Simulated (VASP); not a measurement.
Here is a VASP 6.6.1 calculation.

The input POSCAR:

```
Be2Si
1.0
    0.0000000000      2.6413830465      2.6413830465
    2.6413830465      0.0000000000      2.6413830465
    2.6413830465      2.6413830465      0.0000000000
Si Be
1 2
Direct
    0.0000000000      0.0000000000      0.0000000000
    0.2500000000      0.2500000000      0.2500000000
    0.7500000000      0.7500000000      0.7500000000
```

Contents of INCAR.step1:

```
SYSTEM = Be2Si
  ALGO = Normal
  EDIFF = 1E-5
  ENCUT = 520
  GGA = PE
  GGA_COMPAT = .False.
  ISIF = 2
  ISMEAR = -1
  LASPH = .True.
  LCHARG = .False.
  LREAL = .False.
  LWAVE = .True.
  NBANDS = 11
  NELM = 120
  PREC = Accurate
  SIGMA = 0.02
```

INCAR.step2

```
SYSTEM = Be2Si
  AEXX = 0.15
  ALGO = Normal
  EDIFF = 1E-6
  ENCUT = 520
  GGA = PE
  GGA_COMPAT = .False.
  HFSCREEN = 0.5
  ISIF = 2
  ISMEAR = -1
  ISTART = 1
  LASPH = .True.
  LCHARG = .False.
  LHFCALC = .True.
  LREAL = .False.
  LWAVE = .False.
  NBANDS = 11
  NELM = 120
  PREC = Accurate
  PRECFOCK = Normal
  SIGMA = 0.02
```

File KPOINTS:

```
k-points
0
Gamma
  4 4 4
  0 0 0
```

Potentials or basis: VASP PAW PBE potentials, release 64 (Si, Be).

Launch:

```console
$ cat potpaw_PBE.64/Si/POTCAR potpaw_PBE.64/Be/POTCAR > POTCAR
$ cp INCAR.step1 INCAR
$ mpirun -np 1 vasp_std > vasp.out
$ cp INCAR.step2 INCAR
$ mpirun -np 1 vasp_std > vasp.out
```

Q: Estimate the pressure.

A: 0.2 GPa.

Q: What does it give for the band gap on the k mesh?

A: Zero (bands 4 and 5 overlap by 0.68 eV).

Caveat: the k points lie up to 0.52 Å⁻¹ apart, too coarse for converged energies and pressures of a metal; the PAW data sets were made with another functional, which shifts forces and pressure a little.
